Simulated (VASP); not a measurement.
Input of a VASP 6.6.1 run:

The input POSCAR:

```
C
1.0
    0.0000000000      1.5569792342      1.5569792342
    1.5569792342      0.0000000000      1.5569792342
    1.5569792342      1.5569792342      0.0000000000
C
1
Direct
    0.0000000000      0.0000000000      0.0000000000
```

INCAR.step1

```
SYSTEM = C
PREC = Accurate ; ENCUT = 600
ISMEAR = 0 ; SIGMA = 0.1
LREAL = .FALSE. ; LASPH = .TRUE.
NELM = 80 ; GGA = PE
ALGO = Normal ; EDIFF = 1E-4
LWAVE = .TRUE. ; LCHARG = .FALSE.
```

Contents of INCAR.step2:

```
SYSTEM = C
PREC = Accurate ; ENCUT = 600
EDIFF = 1E-6 ; ISMEAR = 0
SIGMA = 0.1 ; LREAL = .FALSE.
LASPH = .TRUE. ; NELM = 80
ALGO = Normal ; ISIF = 3
LWAVE = .FALSE. ; LCHARG = .FALSE.
METAGGA = R2SCAN ; LMIXTAU = .TRUE.
IBRION = 2 ; NSW = 100
EDIFFG = -0.01 ; ISTART = 1
```

The input KPOINTS:

```
regular mesh
0
G
  30 30 30
  0 0 0
```

Potentials or basis: VASP PAW PBE potentials, release 64 (C).

The run is started by

```bash
$ cat potpaw_PBE.64/C/POTCAR > POTCAR
$ cp INCAR.step1 INCAR
$ mpirun -np 1 vasp_std > vasp.out
$ cp INCAR.step2 INCAR
$ mpirun -np 1 vasp_std > vasp.out
```

Q: Predict the space group after relaxing (to 0.1 Å).

A: Fm-3m (No. 225).

Q: Estimate the relaxed volume.

A: 7.43 Å³/atom.

Q: What does it give for the band gap on the k mesh?

A: Zero (bands 2 and 3 overlap by 11.76 eV).

Q: Predict the relaxed cell.

A: a = 2.190 Å, b = 2.190 Å, c = 2.190 Å, α = 60.00°, β = 60.00°, γ = 60.00°.

The path:
```csv
step,energy change (eV),largest force (eV/Å),pressure (GPa),volume (Å³)
1,0.0000,0.0000,-2.36,7.55
2,-0.0009,0.0000,0.10,7.43
```

Caveat: the PAW data sets were made with another functional, which shifts forces and pressure a little.
